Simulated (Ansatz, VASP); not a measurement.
Two plane-wave programs on TiAl3

```
Ti Al
1.0
     2.85848    0.00000    0.00000
     0.00000    4.71227    0.00000
     0.00000    0.00000    4.93320
Ti Al
1 3
Direct
  0.00000 0.50000 0.16592
  0.00000 0.00000 0.83590
  0.50000 0.00000 0.33091
  0.50000 0.50000 0.66727
```

Alike in both runs: task single point; functional PBE; k mesh 9 × 6 × 6; occupations fermi-dirac, width 0.05 eV; no spin polarisation.

|  | VASP | Ansatz |
| --- | --- | --- |
| version | VASP 6.6.1 | Ansatz 0.2.0 |
| potentials or method | VASP PAW PBE potentials, release 64 (Ti_sv, Al) | Ansatz PAW |
| plane-wave cutoff (eV) | 520 | 420 |
| valence electrons in the cell | 21 | 21 |

```tsv
	VASP	Ansatz	Ansatz less VASP
gap on the k mesh at the Fermi level (eV)	none	none	-
pressure (GPa)	-1.9	-1.9	+0.03
traceless stress, the component that is largest in VASP (GPa)	-1.96	-1.95	+0.004
rms of the force components (eV/Å)	0.018	0.017	-0.0002
```

Atom by atom the forces differ by 0.001 eV/Å (rms over components). A gap of «none» marks a metal or a gap that the smearing closes.
